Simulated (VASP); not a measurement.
The system is Sb.

```xyz
2
Lattice="2.1542 1.2437 3.7580 -2.1542 1.2437 3.7580 0.0000 -2.4875 3.7580" Properties=species:S:1:pos:R:3 pbc="T T T"
Sb    0.0000    0.0000    8.6416
Sb    0.0000    0.0000    2.6324
```

Base run:

```yaml
Program: VASP 6.6.1
Functional: BLYP
Potentials_or_basis: VASP PAW PBE potentials, release 64 (Sb_d_GW)
Cutoff: 500 eV
k_mesh: 8 × 8 × 8
Occupations: fermi-dirac, width 0.05 eV
Spin: no spin polarisation
```

Its results: band gap on the k mesh zero (bands 15 and 16 overlap by 0.25 eV); pressure 6.9 GPa; largest force 0.142 eV/Å.

Task: The run is repeated on the same cell with these changes: functional from BLYP to LDA; potentials or basis from VASP PAW PBE potentials, release 64 (Sb_d_GW) to VASP PAW LDA potentials, release 64 (Sb_d_GW). What comes out?

Result: Band gap on the k mesh zero (bands 15 and 16 overlap by 0.30 eV); pressure -1.2 GPa; largest force 0.021 eV/Å.

Caveats: spin-orbit coupling is left out, which moves the levels of the heavy elements; the cell stands under pressure (at least some runs); the PAW data sets were made with another functional, which shifts forces and pressure a little (at least some runs).
